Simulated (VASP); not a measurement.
Runs of VASP 6.6.1 on Al3GaIr. The structure is that of space group P3m1 (No. 156), or close to it. The cells are those of the table. 

```csv
task,cell,k mesh,cutoff (eV),gap on the mesh (eV),pressure (GPa),largest force (eV/Å)
single point,"a = 4.336, b = 4.336, c = 5.139 Å, angles 90.0, 90.0, 120.0°, 5 atoms",6 × 6 × 4,520,none,-0.3,0.02
single point,"a = 4.161, b = 4.161, c = 6.566 Å, angles 90.0, 90.0, 120.0°, 5 atoms",6 × 6 × 4,520,none,-8.7,1.60
relaxation of cell and atoms,"relaxed from a = 4.161, b = 4.161, c = 6.566 Å, angles 90.0, 90.0, 120.0°, 5 atoms",6 × 6 × 4,600,none,0.0,0.02
single point,"a = 4.329, b = 4.329, c = 5.146 Å, angles 90.0, 90.0, 120.0°, 5 atoms",12 × 12 × 8,520,none,0.0,(a)
```

Alike in all rows: level PBE; potentials or basis VASP PAW PBE potentials, release 64 (Al, Ga_d, Ir); no spin polarisation; smearing gaussian 0.1 eV.

Q: Fill in the values left out.

A: (a) 0.01.

Caveats: spin-orbit coupling is left out, which moves the levels of the heavy elements; forces of over 1 eV/Å act on the atoms, so gaps and moduli don't describe the material at rest (some runs).

A k mesh can miss the band edges, and the runs leave out spin-orbit coupling on Ga, Ir.

A gap of «none» marks levels without a gap at the run's occupations.
